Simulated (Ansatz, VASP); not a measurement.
## Li3Be4P in VASP and in Ansatz

```
Li Be P
1.0
     4.28181    0.00000    0.00000
    -2.14091    3.70816    0.00000
     0.00000    0.00000    6.16741
Li Be P
3 4 1
Direct
  0.50000 0.00000 0.50000
  0.00000 0.50000 0.50000
  0.50000 0.50000 0.50000
  0.33333 0.66667 0.75207
  0.66667 0.33333 0.75207
  0.66667 0.33333 0.24793
  0.33333 0.66667 0.24793
  0.00000 0.00000 0.50000
```

Alike in both runs: task relaxation of cell and atoms; functional PBE; k mesh 6 × 6 × 4; occupations gaussian, width 0.1 eV; no spin polarisation.

|  | VASP | Ansatz |
| --- | --- | --- |
| version | VASP 6.6.1 | Ansatz 0.2.0 |
| potentials or method | VASP PAW PBE potentials, release 64 (Li_sv, Be, P), cutoff 600 eV | scalar-relativistic, plane waves, PAW |
| valence electrons in the cell | 22 | 22 |

|  | VASP | Ansatz | Ansatz less VASP |
| --- | --- | --- | --- |
| gap on the k mesh at the Fermi level, each at its own relaxed structure (eV) | none | none | - |
| relaxed volume (Å³/atom) | 14.72 | 14.69 | -0.029 |
| relaxed length of the cell vector where the two differ most in proportion (Å) | 4.594 | 4.585 | -0.0084 |

A gap of «none» marks a metal or a gap that the smearing closes.

Noted on VASP's run: the cutoff is under 1.25 times that of the potentials, so the pressure is a little rough; the volume moved by over 15 % at a fixed basis, so the end points are rough.
